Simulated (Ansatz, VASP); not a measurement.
## Bi: VASP beside Ansatz

Contents of INCAR:

```
PREC = Accurate ; ENCUT = 520
EDIFF = 1E-8 ; ISMEAR = -1
SIGMA = 0.03 ; LREAL = False
LASPH = True ; NELM = 100
ALGO = Normal ; ISIF = 2
LWAVE = False ; LCHARG = False
GGA = CA ; LEFG = True
NBANDS = 22 ; KPAR = 4
```

File KPOINTS:

```
regular mesh
0
Gamma
  11 11 11
```

POSCAR

```
Bi
1.0
    2.2203365086      1.2500469794      3.9181468334
   -2.3256628482      1.2955069730      3.9636068270
   -0.0132936605     -2.6641739523      3.9802463395
Bi
2
Direct
    0.2338900000      0.2338900000      0.2338900000
    0.7661100000      0.7661100000      0.7661100000
```

Input for Ansatz:

```yaml
crystal:
  lattice:
    - [2.2203365086, 1.2500469794, 3.9181468334]
    - [-2.3256628482, 1.295506973, 3.963606827]
    - [-0.0132936605, -2.6641739523, 3.9802463395]
  atoms:
    - { symbol: Bi, position: [0.23389, 0.23389, 0.23389] }
    - { symbol: Bi, position: [0.76611, 0.76611, 0.76611] }
kpoints:
  mp_grid: { grid: [11, 11, 11] }
scf:
  occupations: { method: fermi_dirac, width: 0.03 }
hamiltonian:
  xc: lda
  pseudopotentials: { kind: paw }
output:
  forces: true
  stress: true
  eigenvalues: true
  efg: { contact_densities: true }
  write_density: true
  write_potential: true
  elf: true
  volumetric_format: npy
```

Change from the starting cell: equal xy, yz and zx shear strains of -2 %, PAW files.

Alike in both runs: task electric field gradients; functional LDA; k mesh 11 × 11 × 11; occupations fermi-dirac, width 0.03 eV; no spin polarisation.

|  | VASP | Ansatz |
| --- | --- | --- |
| version | VASP 6.6.1 | Ansatz 0.2.0 |
| potentials or method | VASP PAW LDA potentials, release 64 (Bi_d) | PAW with Ansatz's default frozen-core files, scalar-relativistic |
| plane-wave cutoff (eV) | 520 | 420 |
| valence electrons in the cell | 30 | 30 |

```tsv
	VASP	Ansatz	Ansatz less VASP
pressure (GPa)	-1.7	-1.8	-0.07
traceless stress, the component that is largest in VASP (GPa)	0.89	0.88	-0.008
rms of the force components (eV/Å)	0.083	0.078	-0.0053
size of Vzz on the site where it differs most (V/Å²)	48.0	49.3	+1.25
```

LDA's correlation is that of Perdew and Zunger in VASP and of Perdew and Wang (1992) in Ansatz. Atom by atom the forces differ by 0.013 eV/Å (rms over components).

Spin-orbit coupling is off throughout.
